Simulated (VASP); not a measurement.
**SiC: single point with PBE**

SiC:

```
CELL_PARAMETERS angstrom
1.53890 -2.66750 0.00000
1.53890 2.66750 0.00000
0.00000 0.00000 15.12190
ATOMIC_POSITIONS crystal
Si 0.16666 0.83334 0.85772
Si 0.83334 0.16666 0.35772
Si 0.50011 0.49989 0.52451
Si 0.49989 0.50011 0.02451
Si 0.83344 0.16656 0.69122
Si 0.16656 0.83344 0.19122
C 0.50018 0.49982 0.64981
C 0.49982 0.50018 0.14981
C 0.16662 0.83338 0.98268
C 0.83338 0.16662 0.48268
C 0.83340 0.16660 0.81619
C 0.16660 0.83340 0.31619
```

| Item | Value |
| --- | --- |
| Program | VASP 6.6.1 |
| Task | single point |
| Functional | PBE |
| Potentials or basis | VASP PAW PBE potentials, release 64 (Si, C) |
| Cutoff | 520 eV |
| k mesh | 10 × 10 × 2 |
| Occupations | fermi-dirac, width 0.02 eV |
| Spin | no spin polarisation |

- Pressure: 3.2 GPa
- Band gap on the k mesh: 2.02 eV (least direct gap 3.12 eV)

Stress tensor (GPa, compression positive):
```
3.46 0.00 0.00
0.00 3.17 0.00
0.00 0.00 2.83
```

Levels at points of the mesh, in eV from the valence-band top:
| k point | band 20 | band 21 | band 22 | band 23 | band 24 | band 25 | band 26 | band 27 | band 28 | band 29 |
| --- | --- | --- | --- | --- | --- | --- | --- | --- | --- | --- |
| (0.00, 0.00, 0.00) | -0.31 | -0.30 | -0.05 | -0.01 | 0.00 | 5.19 | 5.36 | 5.77 | 6.28 | 6.29 |
| (0.50, 0.00, 0.00) | -2.27 | -1.82 | -1.79 | -1.67 | -1.11 | 2.02 | 2.21 | 3.21 | 3.88 | 4.58 |
| (0.50, 0.50, 0.00) | -2.27 | -1.81 | -1.78 | -1.67 | -1.10 | 2.02 | 2.22 | 3.22 | 3.89 | 4.59 |
| (0.00, 0.00, 0.50) | -0.63 | -0.10 | -0.10 | -0.10 | -0.10 | 5.25 | 5.25 | 6.00 | 6.00 | 6.66 |
| (0.50, 0.00, 0.50) | -2.36 | -1.72 | -1.72 | -1.31 | -1.31 | 2.06 | 2.06 | 3.43 | 3.43 | 4.81 |
| (0.50, 0.50, 0.50) | -2.35 | -1.73 | -1.73 | -1.30 | -1.30 | 2.07 | 2.07 | 3.44 | 3.44 | 4.82 |

Wall time 4.6 min on 1 thread of Intel(R) Xeon(R) Platinum 8259CL CPU @ 2.50GHz (Skylake/Cascade Lake), with other jobs on the host, peak memory 0.36 GiB.

Caveat: the cell stands under pressure. A k mesh can miss the band edges.
